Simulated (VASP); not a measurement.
The system is BAs2.

```
B As
1.0
     4.48126    0.00000    0.00000
    -2.24063    3.88088    0.00000
     0.00000    0.00000    2.82378
B As
1 2
Direct
  0.00000 0.00000 0.00000
  0.33333 0.66667 0.50000
  0.66667 0.33333 0.50000
```

```yaml
Program: VASP 6.6.1
Task: relaxation of cell and atoms
Functional: PBE
Potentials_or_basis: VASP PAW PBE potentials, release 64 (B, As)
Cutoff: 600 eV
k_mesh: 6 × 6 × 6
Occupations: gaussian, width 0.1 eV
Spin: no spin polarisation
```

At the start: pressure 1.3 GPa; volume 16.37 Å³/atom.

**Question.** How do energy, volume and symmetry change on relaxing?

**Answer.** Over 7 steps the energy falls by 7.4 meV/atom and the volume is 16.58 Å³/atom (+1.3 %); space group P6/mmm (No. 191, to 0.05 Å).

Step by step:
| step | energy change (eV) | largest force (eV/Å) | pressure (GPa) | volume (Å³) |
| --- | --- | --- | --- | --- |
| 1 | 0.0000 | 0.0000 | 1.31 | 49.11 |
| 2 | -0.0128 | 0.0000 | -0.12 | 50.06 |
| 3 | -0.0155 | 0.0000 | -1.41 | 50.90 |
| 4 | -0.0158 | 0.0000 | -1.04 | 50.66 |
| 5 | -0.0204 | 0.0000 | -0.78 | 50.39 |
| 6 | -0.0204 | 0.0000 | -0.81 | 50.42 |
| 7 | -0.0221 | 0.0000 | 0.09 | 49.74 |

Final structure:
```cif
data_structure
_symmetry_space_group_name_H-M 'P 1'
_symmetry_Int_Tables_number 1
_cell_length_a 4.5650
_cell_length_b 4.5650
_cell_length_c 2.7561
_cell_angle_alpha 90.000
_cell_angle_beta 90.000
_cell_angle_gamma 120.000
_cell_volume 49.74
loop_
_atom_site_label
_atom_site_type_symbol
_atom_site_fract_x
_atom_site_fract_y
_atom_site_fract_z
_atom_site_occupancy
B1 B 0.00000 0.00000 0.00000 1
As1 As 0.33333 0.66667 0.50000 1
As2 As 0.66667 0.33333 0.50000 1
```

Caveat: the k points lie up to 0.38 Å⁻¹ apart in the final cell.
